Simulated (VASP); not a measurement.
Set up this calculation in VASP 6.6.1, as the native input.

```
Task                   : single point
Functional             : PBE
Potentials or basis    : VASP PAW PBE potentials, release 64 (B, As)
Cutoff                 : 500 eV
k mesh                 : 10 × 10 × 10
Occupations            : gaussian, width 0.01 eV
Spin                   : no spin polarisation
Dipole correction      : no
Further INCAR settings : ALGO = Normal; EDIFF = 1e-06; NBANDS = 11
```

The structure of BAs lies in POSCAR:

```
BAs
1.0
    0.0000000000      2.3131468653      2.3131468653
    2.3131468653      0.0000000000      2.3131468653
    2.3131468653      2.3131468653      0.0000000000
B As
1 1
Direct
    0.0000000000      0.0000000000      0.0000000000
    0.2500000000      0.2500000000      0.2500000000
```

These files were run (other wordings do the same):

INCAR

```
SYSTEM = BAs
  PREC = Accurate
  ENCUT = 500
  EDIFF = 1E-6
  ISMEAR = 0
  SIGMA = 0.01
  LREAL = .False.
  LASPH = .True.
  NELM = 120
  ALGO = Normal
  ISIF = 2
  LWAVE = .False.
  LCHARG = .False.
  GGA = PE
  NBANDS = 11
  GGA_COMPAT = .False.
```

KPOINTS

```
Automatic mesh
0
Gamma
  10 10 10
  0 0 0
```

Potentials or basis: VASP PAW PBE potentials, release 64 (B, As).

Run with:

```sh
$ cat potpaw_PBE.64/B/POTCAR potpaw_PBE.64/As/POTCAR > POTCAR
$ mpirun -np 1 vasp_std > vasp.out
```

It gave:

| Property | Result |
| --- | --- |
| Pressure | 20.4 GPa |
| Band gap on the k mesh | 1.07 eV (least direct gap 3.41 eV) |

Caveat: the cell stands under pressure.

Wall time 9.9 s on 1 thread of Intel(R) Xeon(R) Platinum 8175M CPU @ 2.50GHz (Skylake/Cascade Lake), on a shared host, peak memory 0.14 GiB.
